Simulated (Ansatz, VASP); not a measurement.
# CuGe: VASP beside Ansatz

File INCAR:

```
PREC = Accurate
ENCUT = 600
EDIFF = 1E-6
ISMEAR = 0
SIGMA = 0.1
LREAL = F
LASPH = T
NELM = 60
ALGO = Normal
ISIF = 3
LWAVE = F
LCHARG = F
GGA = PE
IBRION = 2
NSW = 100
EDIFFG = -0.01
```

The input KPOINTS:

```
regular mesh
0
Gamma
  18 18 18
```

Contents of POSCAR:

```
CuGe
1.0
    3.1513714600      0.0000000000      0.0000000000
    0.0000000000      3.1513714600      0.0000000000
    0.0000000000      0.0000000000      3.1513714600
Cu Ge
1 1
Direct
    0.5000000000      0.5000000000      0.5000000000
    0.0000000000      0.0000000000      0.0000000000
```

Input for Ansatz:

```yaml
crystal:
  lattice:
    - [3.15137146, 0.0, 0.0]
    - [0.0, 3.15137146, 0.0]
    - [0.0, 0.0, 3.15137146]
  atoms:
    - { symbol: Cu, position: [0.5, 0.5, 0.5] }
    - { symbol: Ge, position: [0.0, 0.0, 0.0] }
basis:
  ecutwfc: 420
kpoints:
  mp_grid: { grid: [18, 18, 18] }
hamiltonian:
  xc: pbe
scf:
  occupations: { method: gaussian, width: 0.1 }
output:
  forces: true
  stress: true
  eigenvalues: true
  write_density: true
  write_potential: true
  elf: true
  volumetric_format: npy
relax:
  adjacent_minimum: "off"
  f_tol: 0.01
  max_steps: 80
  cell: { stress_tol: 0.05 }
```

Alike in both runs: task relaxation of cell and atoms; functional PBE; k mesh 18 × 18 × 18; occupations gaussian, width 0.1 eV; no spin polarisation.

```csv
,VASP,Ansatz
version,VASP 6.6.1,Ansatz 0.2.0
potentials or method,"VASP PAW PBE potentials, release 64 (Cu, Ge_d), cutoff 600 eV","scalar-relativistic, plane waves, PAW"
valence electrons in the cell,25,33
```

|  | VASP | Ansatz | Ansatz less VASP |
| --- | --- | --- | --- |
| gap on the k mesh at the Fermi level, each at its own relaxed structure (eV) | none | none | - |
| relaxed volume (Å³/atom) | 15.38 | 15.34 | -0.038 |
| relaxed cell length with the largest relative difference (Å) | 3.133 | 3.131 | -0.0026 |

A gap of «none» marks a metal or a gap that the smearing closes. VASP's potentials hold 25 valence electrons a cell and Ansatz's 33, so a difference there can come from the potentials and not from the codes.
